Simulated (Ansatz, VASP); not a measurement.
One calculation of LiF, two programs

```
CELL_PARAMETERS angstrom
2.45715 0.00000 0.00000
0.00000 2.45715 0.00000
0.00000 0.00000 2.66191
ATOMIC_POSITIONS crystal
Li 0.00000 0.00000 0.00000
F 0.50000 0.50000 0.50000
```

Change from the starting cell: strain -0.040 along x and y, +0.040 along z, atoms carried along.

Alike in both runs: task single point; functional r2SCAN; k mesh 10 × 10 × 10; occupations gaussian, width 0.05 eV; no spin polarisation.

|  | VASP | Ansatz |
| --- | --- | --- |
| version | VASP 6.6.1 | Ansatz 0.2.0 |
| potentials or method | VASP PAW PBE potentials, release 64 (Li_sv, F), cutoff 520 eV | scalar-relativistic, plane waves, PAW |
| valence electrons in the cell | 10 | 10 |

|  | VASP | Ansatz | Ansatz less VASP |
| --- | --- | --- | --- |
| gap on the k mesh at the Fermi level (eV) | 8.70 | 8.50 | -0.191 |
| least direct gap on the mesh (eV) | 9.33 | 9.13 | -0.195 |

VASP's potentials were made for PBE, not for r2SCAN.

Noted on VASP's run: the cutoff is under 1.25 times that of the potentials, so the pressure is a little rough.
